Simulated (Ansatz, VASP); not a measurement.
## GaMo in VASP and in Ansatz

The input INCAR:

```
SYSTEM = GaMo
  PREC = Accurate
  ENCUT = 600
  EDIFF = 1E-7
  ISMEAR = 0
  SIGMA = 0.2
  LREAL = .FALSE.
  LASPH = .TRUE.
  NELM = 60
  ALGO = Normal
  ISIF = 3
  LWAVE = .FALSE.
  LCHARG = .FALSE.
  GGA = PE
  IBRION = 2
  NSW = 36
  EDIFFG = -0.08
```

The input KPOINTS:

```
regular mesh
0
G
  6 6 6
  0 0 0
```

POSCAR

```
GaMo
1.0
    0.0000000000      2.6166376800      2.6166376800
    2.6166376800      0.0000000000      2.6166376800
    2.6166376800      2.6166376800      0.0000000000
Ga Mo
1 1
Direct
    0.0000000000      0.0000000000      0.0000000000
    0.5000000000      0.5000000000      0.5000000000
```

Input for Ansatz:

```yaml
crystal:
  lattice:
    - [0.0, 2.61663768, 2.61663768]
    - [2.61663768, 0.0, 2.61663768]
    - [2.61663768, 2.61663768, 0.0]
  atoms:
    - { symbol: Ga, position: [0.0, 0.0, 0.0] }
    - { symbol: Mo, position: [0.5, 0.5, 0.5] }
basis:
  ecutwfc: 420
kpoints:
  mp_grid: { grid: [6, 6, 6] }
hamiltonian:
  xc: pbe
scf:
  occupations: { method: gaussian, width: 0.2 }
  lower_state_search: "off"
output:
  forces: true
  stress: true
  eigenvalues: true
relax:
  adjacent_minimum: "off"
  f_tol: 0.08
  max_steps: 16
  cell: { stress_tol: 0.8 }
```

Alike in both runs: task relaxation of cell and atoms; functional PBE; k mesh 6 × 6 × 6; occupations gaussian, width 0.2 eV; no spin polarisation.

|  | VASP | Ansatz |
| --- | --- | --- |
| version | VASP 6.6.1 | Ansatz 0.2.0 |
| potentials or method | VASP PAW PBE potentials, release 64 (Ga_d, Mo_sv), cutoff 600 eV | scalar-relativistic, plane waves, PAW |
| valence electrons in the cell | 27 | 27 |

|  | VASP | Ansatz | Ansatz less VASP |
| --- | --- | --- | --- |
| gap on the k mesh at the Fermi level, each at its own relaxed structure (eV) | none | none | - |
| relaxed volume (Å³/atom) | 16.88 | 16.89 | +0.007 |
| relaxed cell length with the largest relative difference (Å) | 3.628 | 3.628 | +0.0005 |

A gap of «none» marks a metal or a gap that the smearing closes.
